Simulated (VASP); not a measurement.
Wanted: the native input for a VASP 6.6.1 run.

* Task: single point
* Functional: PBE
* Potentials or basis: VASP PAW PBE potentials, release 64 (Sr_sv, O)
* Cutoff: 520 eV
* k mesh: 8 × 8 × 8
* Occupations: fermi-dirac, width 0.02 eV
* Spin: no spin polarisation
* Dipole correction: no
* Further INCAR settings: ALGO = Normal; EDIFF = 1e-06; NBANDS = 15

The structure of SrO lies in POSCAR:

```
SrO
1.0
    3.1028650670      0.0000000000      0.0000000000
    0.0000000000      3.1028650670      0.0000000000
    0.0000000000      0.0000000000      3.1028650670
Sr O
1 1
Direct
    0.0000000000      0.0000000000      0.0000000000
    0.5000000000      0.5000000000      0.5000000000
```

One way to write it, as run:

INCAR

```
SYSTEM = SrO
  PREC = Accurate
  ENCUT = 520
  EDIFF = 1E-6
  ISMEAR = -1
  SIGMA = 0.02
  LREAL = .FALSE.
  LASPH = .TRUE.
  NELM = 100
  ALGO = Normal
  ISIF = 2
  LWAVE = .FALSE.
  LCHARG = .FALSE.
  GGA = PE
  NBANDS = 15
```

KPOINTS

```
Automatic mesh
0
G
  8 8 8
  0 0 0
```

Potentials or basis: VASP PAW PBE potentials, release 64 (Sr_sv, O).

The run is started by

```bash
$ cat potpaw_PBE.64/Sr_sv/POTCAR potpaw_PBE.64/O/POTCAR > POTCAR
$ mpirun -np 1 vasp_std > vasp.out
```

It gave:

```yaml
Pressure: 3.6 GPa
Band_gap_on_the_k_mesh: 2.75 eV, indirect (least direct gap 2.81 eV)
```

It took 14 s on 1 thread of Intel Xeon 8259CL (shared host), peak memory 0.15 GiB.
